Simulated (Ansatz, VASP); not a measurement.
**One calculation of Ga4Sb3As, two programs**

```
CELL_PARAMETERS angstrom
6.10597 0.00372 -0.00086
0.00368 6.10234 -0.00214
-3.05574 -3.05522 6.09288
ATOMIC_POSITIONS crystal
Ga 0.64190 0.64195 0.75878
Ga 0.11690 0.11699 0.75876
Ga 0.35819 0.88293 0.24137
Ga 0.88300 0.35823 0.24145
Sb 0.50003 0.49993 0.99976
Sb 0.24996 0.74992 0.49992
Sb 0.74991 0.24995 0.49994
As 0.00012 0.00009 0.00003
```

Change from the starting cell: cell x1, atoms moved at random (sigma 0.05 Å) and cell strained at random (1.5 %), then relaxed without symmetry.

Alike in both runs: functional PBE; k mesh 4 × 4 × 4; occupations gaussian, width 0.2 eV; no spin polarisation.

Ansatz relaxed the structure, and its values are those at the end. VASP's run is a single point on that final structure, the one shown.

|  | VASP | Ansatz |
| --- | --- | --- |
| version | VASP 6.6.1 | Ansatz 0.2.0 |
| potentials or method | VASP PAW PBE potentials, release 64 (Ga_d, Sb, As), cutoff 520 eV | scalar-relativistic, plane waves, PAW |
| valence electrons in the cell | 72 | 112 |

VASP gave:

* pressure (GPa): 0.1

Problem. Which values does Ansatz return?

Solution. Pressure (GPa): 0.0.

With one functional, cell and mesh, what is left measures potentials, basis and numerics. VASP's potentials hold 72 valence electrons a cell and Ansatz's 112, so a difference there can come from the potentials and not from the codes.

Spin-orbit coupling is off throughout.
